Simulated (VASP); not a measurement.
A run of VASP 6.6.1 is set up as follows.

POSCAR

```
RbZnCl3
1.0
    4.9380677922     -0.1234516948      0.0000000000
   -0.1234516948      4.9380677922      0.0000000000
    0.0000000000      0.0000000000      4.9380677922
Rb Zn Cl
1 1 3
Direct
    0.0000000000      0.0000000000      0.0000000000
    0.5000000000      0.5000000000      0.5000000000
    0.5000000000      0.5000000000      0.0000000000
    0.5000000000      0.0000000000      0.5000000000
    0.0000000000      0.5000000000      0.5000000000
```

Contents of INCAR.step1:

```
ALGO = Normal ; EDIFF = 1E-5
ENCUT = 520 ; GGA = PE
ISIF = 2 ; ISMEAR = 0
KPAR = 4 ; LASPH = T
LREAL = F ; LWAVE = T
NBANDS = 29 ; NELM = 80
PREC = Accurate ; SIGMA = 0.01
```

The input INCAR.step2:

```
ALGO = Normal ; EDIFF = 1E-6
ENCUT = 520 ; GGA = PE
HFSCREEN = 0.2079 ; ISIF = 2
ISMEAR = 0 ; ISTART = 1
KPAR = 4 ; LASPH = T
LCHARG = T ; LHFCALC = T
LREAL = F ; LVHAR = T
LWAVE = F ; NBANDS = 29
NELM = 80 ; PREC = Accurate
PRECFOCK = Fast ; SIGMA = 0.01
```

KPOINTS

```
k-points
0
Gamma
  4 4 4
```

Potentials or basis: VASP PAW PBE potentials, release 64 (Rb_sv, Zn, Cl).

Launch:

```console
$ cat potpaw_PBE.64/Rb_sv/POTCAR potpaw_PBE.64/Zn/POTCAR potpaw_PBE.64/Cl/POTCAR > POTCAR
$ cp INCAR.step1 INCAR
$ mpirun -np 4 vasp_std > vasp.out
$ cp INCAR.step2 INCAR
$ mpirun -np 4 vasp_std > vasp.out
```

Task: What does it give for the band gap on the k mesh?

Result: 2.88 eV (least direct gap 3.25 eV).

Task: Estimate the pressure.

Result: 0.9 GPa.

Stress tensor (GPa, compression positive):
```
0.96 1.15 0.00
1.15 0.96 0.00
0.00 0.00 0.86
```

Caveat: the cell differs from its parent crystal (shear xy strain -5.0%); the PAW data sets were made with another functional, which shifts forces and pressure a little. A k mesh can miss the band edges.
